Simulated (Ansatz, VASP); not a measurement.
One calculation of Au, two programs

```
Au
1.0
     5.62199    0.00000    0.00000
    -2.81099    4.86878    0.00000
     0.00000    0.00000    4.62748
Au
6
Cartesian
  4.1867 0.8287 1.1569
  2.8110 3.2115 1.1569
  1.4353 0.8287 1.1569
  -1.3757 4.0401 3.4706
  0.0000 1.6573 3.4706
  1.3757 4.0401 3.4706
```

Alike in both runs: functional PBE; k mesh 6 × 6 × 4; occupations gaussian, width 0.1 eV; no spin polarisation.

Ansatz relaxed the structure, and its values are those at the end. VASP's run is a single point on that final structure, the one shown.

```csv
,VASP,Ansatz
version,VASP 6.6.1,Ansatz 0.2.0
potentials or method,"VASP PAW PBE potentials, release 64 (Au), cutoff 500 eV","scalar-relativistic, plane waves, PAW"
valence electrons in the cell,66,114
```

VASP gave:

```
gap on the k mesh at the Fermi level (eV) : none
pressure (GPa)                            : -0.2
```

Question: Estimate Ansatz's values.

Answer: gap on the k mesh at the Fermi level (eV): none; pressure (GPa): 0.0.

A gap of «none» marks a metal or a gap that the smearing closes. VASP's potentials hold 66 valence electrons a cell and Ansatz's 114, so a difference there can come from the potentials and not from the codes.

Spin-orbit coupling is off throughout.
